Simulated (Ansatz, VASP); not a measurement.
Two plane-wave programs on SiC

Contents of INCAR:

```
PREC     = Accurate       # precision mode
ENCUT    = 520            # plane-wave cutoff, eV
EDIFF    = 1E-6           # SCF threshold, eV
ISMEAR   = -1             # smearing method
SIGMA    = 0.05           # smearing width, eV
LREAL    = F              # projectors in reciprocal space
LASPH    = T              # aspherical terms in the spheres
NELM     = 100            # most SCF steps
ALGO     = Normal         # electronic algorithm
ISIF     = 2              # what is computed and relaxed
LWAVE    = F              # write WAVECAR
LCHARG   = F              # write CHGCAR
GGA      = VW             # functional
NBANDS   = 26             # bands
```

Contents of KPOINTS:

```
regular mesh
0
Gamma
  10 10 3
```

POSCAR

```
SiC
1.0
    3.1161684510      0.0000000000      0.0000000000
   -1.5580842255      2.6986810411      0.0000000000
    0.0000000000      0.0000000000     10.2031701838
Si C
4 4
Direct
    0.0000000000      0.0000000000      0.1878943800
    0.0000000000      0.0000000000      0.6878943800
    0.3333333333      0.6666666667      0.4378419800
    0.6666666667      0.3333333333      0.9378419800
    0.0000000000      0.0000000000      0.0004600500
    0.0000000000      0.0000000000      0.5004600500
    0.3333333333      0.6666666667      0.2498025900
    0.6666666667      0.3333333333      0.7498025900
```

File input.yaml:

```yaml
crystal:
  lattice:
    - [3.116168451, 0.0, 0.0]
    - [-1.5580842255, 2.6986810411, 0.0]
    - [0.0, 0.0, 10.2031701838]
  atoms:
    - { symbol: Si, position: [0.0, 0.0, 0.18789438] }
    - { symbol: Si, position: [0.0, 0.0, 0.68789438] }
    - { symbol: Si, position: [0.3333333333, 0.6666666667, 0.43784198] }
    - { symbol: Si, position: [0.6666666667, 0.3333333333, 0.93784198] }
    - { symbol: C, position: [0.0, 0.0, 0.00046005] }
    - { symbol: C, position: [0.0, 0.0, 0.50046005] }
    - { symbol: C, position: [0.3333333333, 0.6666666667, 0.24980259] }
    - { symbol: C, position: [0.6666666667, 0.3333333333, 0.74980259] }
hamiltonian:
  xc: { exchange: slater, correlation: vwn5 }
  pseudopotentials: { kind: paw }
kpoints:
  mp_grid: { grid: [10, 10, 3] }
scf:
  occupations: { method: fermi_dirac, width: 0.05 }
output:
  forces: true
  stress: true
  eigenvalues: true
```

Alike in both runs: task single point; functional SVWN5; k mesh 10 × 10 × 3; occupations fermi-dirac, width 0.05 eV; no spin polarisation.

|  | VASP | Ansatz |
| --- | --- | --- |
| version | VASP 6.6.1 | Ansatz 0.2.0 |
| potentials or method | VASP PAW PBE potentials, release 64 (Si, C) | Ansatz PAW |
| plane-wave cutoff (eV) | 520 | 420 |
| valence electrons in the cell | 32 | 32 |

|  | VASP | Ansatz | Ansatz less VASP |
| --- | --- | --- | --- |
| gap on the k mesh at the Fermi level (eV) | 2.16 | 2.17 | +0.003 |
| least direct gap on the mesh (eV) | 3.29 | 3.28 | -0.007 |
| pressure (GPa) | -10.6 | -11.8 | -1.17 |
| rms of the force components (eV/Å) | 0.005 | 0.005 | -0.0001 |

VASP's potentials were made for PBE, not for SVWN5. Atom by atom the forces differ by 0.001 eV/Å (rms over components).

Noted on Ansatz's run: odd divisions of the mesh miss points on the zone boundary, where band edges often lie, so the gap on the mesh can be too wide.
